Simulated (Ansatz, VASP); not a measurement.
**One calculation of AlN, two programs**

The input INCAR:

```
SYSTEM = AlN
  ALGO = Normal
  EDIFF = 1E-7
  ENCUT = 520
  GGA = PS
  ISIF = 2
  ISMEAR = 0
  LASPH = .TRUE.
  LCHARG = .FALSE.
  LREAL = .FALSE.
  LWAVE = .FALSE.
  NBANDS = 11
  NELM = 60
  PREC = Accurate
  SIGMA = 0.05
```

File KPOINTS:

```
k-points
0
G
  10 10 10
  0 0 0
```

The input POSCAR:

```
AlN
1.0
    0.0000000000      2.1376609775      2.2141545284
    2.2141545284      0.0000000000      2.2141545284
    2.2141545284      2.1376609775      0.0000000000
Al N
1 1
Direct
    0.0000000000      0.0000000000      0.0000000000
    0.7500000000      0.7500000000      0.7500000000
```

Input for Ansatz:

```yaml
crystal:
  lattice:
    - [0.0, 2.1376609775, 2.2141545284]
    - [2.2141545284, 0.0, 2.2141545284]
    - [2.2141545284, 2.1376609775, 0.0]
  atoms:
    - { symbol: Al, position: [0.0, 0.0, 0.0] }
    - { symbol: "N", position: [0.75, 0.75, 0.75] }
basis:
  ecutwfc: 520.0
kpoints:
  mp_grid: { grid: [10, 10, 10] }
hamiltonian:
  xc: pbesol
  pseudopotentials: { kind: paw, azcp: { folder: soft_1 } }
scf:
  occupations: { method: gaussian, width: 0.05 }
output:
  forces: true
  stress: true
  eigenvalues: true
```

Change from the starting cell: mode 4 frozen in at +0.000 Å, strain +e along z and -e/2 along x and y -0.0233.

Alike in both runs: task single point; functional PBEsol; k mesh 10 × 10 × 10; occupations gaussian, width 0.05 eV; no spin polarisation.

|  | VASP | Ansatz |
| --- | --- | --- |
| version | VASP 6.6.1 | Ansatz 0.2.0 |
| potentials or method | VASP PAW PBE potentials, release 64 (Al, N), cutoff 520 eV | scalar-relativistic, plane waves, PAW |
| valence electrons in the cell | 8 | 8 |

VASP gave:

| Item | Value |
| --- | --- |
| gap on the k mesh at the Fermi level (eV) | 3.00 |
| least direct gap on the mesh (eV) | 3.98 |
| pressure (GPa) | 0.0 |
| traceless stress, the component that is largest in VASP (GPa) | 2.68 |

Problem. Estimate Ansatz's values.

Solution. gap on the k mesh at the Fermi level (eV): 3.00; least direct gap on the mesh (eV): 3.97; pressure (GPa): 0.0; traceless stress, the component that is largest in VASP (GPa): 2.68.

VASP's potentials were made for PBE, not for PBEsol, and Ansatz warns of the same on its side.
